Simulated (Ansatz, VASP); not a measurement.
# One calculation of Si, two programs

INCAR

```
SYSTEM = Si
ALGO = Normal
EDIFF = 1E-6
ENCUT = 520
GGA = CA
ISIF = 2
ISMEAR = 0
LASPH = .TRUE.
LCHARG = .FALSE.
LREAL = .FALSE.
LWAVE = .FALSE.
NBANDS = 26
NELM = 60
PREC = Accurate
SIGMA = 0.01
```

File KPOINTS:

```
k-points
0
G
  12 12 2
  0 0 0
```

The input POSCAR:

```
Si
1.0
    3.8401748445      0.0000000000      0.0000000000
   -1.9200874223      3.3256889703      0.0000000000
    0.0000000000      0.0000000000     12.6236709107
Si
8
Direct
    0.0000000000      0.0000000000      0.0005516775
    0.3333333333      0.6666666667      0.2496687365
    0.0000000000      0.0000000000      0.5005516775
    0.6666666667      0.3333333333      0.7496687365
    0.0000000000      0.0000000000      0.1869483225
    0.3333333333      0.6666666667      0.4378312635
    0.0000000000      0.0000000000      0.6869483225
    0.6666666667      0.3333333333      0.9378312635
```

Input for Ansatz:

```yaml
crystal:
  lattice:
    - [3.8401748445, 0.0, 0.0]
    - [-1.9200874223, 3.3256889703, 0.0]
    - [0.0, 0.0, 12.6236709107]
  atoms:
    - { symbol: Si, position: [0.0, 0.0, 0.0005516775] }
    - { symbol: Si, position: [0.3333333333, 0.6666666667, 0.2496687365] }
    - { symbol: Si, position: [0.0, 0.0, 0.5005516775] }
    - { symbol: Si, position: [0.6666666667, 0.3333333333, 0.7496687365] }
    - { symbol: Si, position: [0.0, 0.0, 0.1869483225] }
    - { symbol: Si, position: [0.3333333333, 0.6666666667, 0.4378312635] }
    - { symbol: Si, position: [0.0, 0.0, 0.6869483225] }
    - { symbol: Si, position: [0.6666666667, 0.3333333333, 0.9378312635] }
kpoints:
  mp_grid: { grid: [12, 12, 2] }
  band_path:
    path:
      - [0.0, 0.0, 0.0]
      - [0.5, 0.0, 0.0]
      - [0.3333333333, 0.3333333333, 0.0]
      - [0.0, 0.0, 0.5]
      - [0.5, 0.0, 0.5]
      - [0.3333333333, 0.3333333333, 0.5]
      - [0.0, 0.455729, 0.0]
    npoints: 1
hamiltonian:
  xc: lda
scf:
  occupations: { method: fixed }
  n_extra_bands: 6
output:
  forces: true
  stress: true
  eigenvalues: true
  write_density: true
  write_potential: true
  elf: true
  volumetric_format: npy
```

Alike in both runs: task single point; functional LDA; k mesh 12 × 12 × 2; no spin polarisation.

|  | VASP | Ansatz |
| --- | --- | --- |
| version | VASP 6.6.1 | Ansatz 0.2.0 |
| potentials or method | VASP PAW LDA potentials, release 64 (Si) | plane waves, PAW |
| plane-wave cutoff (eV) | 520 | 420 |
| occupations | gaussian, width 0.01 eV | fixed |
| valence electrons in the cell | 32 | 32 |

|  | VASP | Ansatz | Ansatz less VASP |
| --- | --- | --- | --- |
| gap on the k mesh at the Fermi level (eV) | 0.47 | 0.47 | +0.002 |
| pressure (GPa) | -2.2 | -2.2 | -0.03 |
| rms of the force components (eV/Å) | 0.003 | 0.003 | +0.0001 |

LDA's correlation is that of Perdew and Zunger in VASP and of Perdew and Wang (1992) in Ansatz. Atom by atom the forces differ by 0.000 eV/Å (rms over components).
